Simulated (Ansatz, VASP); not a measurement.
# Ir in VASP and in Ansatz

The input INCAR:

```
ALGO = Normal ; EDIFF = 1E-6
ENCUT = 520 ; GGA = CA
ISIF = 2 ; ISMEAR = 0
LASPH = True ; LCHARG = False
LREAL = False ; LWAVE = False
NBANDS = 10 ; NELM = 80
PREC = Accurate ; SIGMA = 0.15
```

File KPOINTS:

```
k-points
0
Gamma
  8 8 8
```

Contents of POSCAR:

```
Ir
1.0
    0.0000000000      1.9197000000      2.0348820000
    1.9197000000      0.0000000000      2.0348820000
    1.9197000000      1.9197000000      0.0000000000
Ir
1
Direct
    0.0000000000      0.0000000000      0.0000000000
```

Input for Ansatz:

```yaml
crystal:
  lattice:
    - [0.0, 1.9197, 2.034882]
    - [1.9197, 0.0, 2.034882]
    - [1.9197, 1.9197, 0.0]
  atoms:
    - { symbol: Ir, position: [0.0, 0.0, 0.0] }
basis:
  ecutwfc: 420
kpoints:
  mp_grid: { grid: [8, 8, 8] }
hamiltonian:
  xc: lda
scf:
  occupations: { method: gaussian, width: 0.15 }
output:
  forces: true
  stress: true
  eigenvalues: true
```

Change from the starting cell: strain +0.0600 x Voigt [0, 0, 1, 0, 0, 0], atoms carried along.

Alike in both runs: task single point; functional LDA; k mesh 8 × 8 × 8; occupations gaussian, width 0.15 eV; no spin polarisation.

|  | VASP | Ansatz |
| --- | --- | --- |
| version | VASP 6.6.1 | Ansatz 0.2.0 |
| potentials or method | VASP PAW LDA potentials, release 64 (Ir), cutoff 520 eV | scalar-relativistic, plane waves, PAW |
| valence electrons in the cell | 9 | 17 |

Ansatz gave:

* gap on the k mesh at the Fermi level (eV): none
* pressure (GPa): -24.6
* traceless stress, the component that is largest in VASP (GPa): -11.53

**Question.** What did VASP give for the same quantities?

**Answer.** gap on the k mesh at the Fermi level (eV): none; pressure (GPa): -22.8; traceless stress, the component that is largest in VASP (GPa): -11.46.

LDA's correlation is that of Perdew and Zunger in VASP and of Perdew and Wang (1992) in Ansatz. A gap of «none» marks a metal or a gap that the smearing closes. VASP's potentials hold 9 valence electrons a cell and Ansatz's 17, so a difference there can come from the potentials and not from the codes.

Spin-orbit coupling is off throughout.
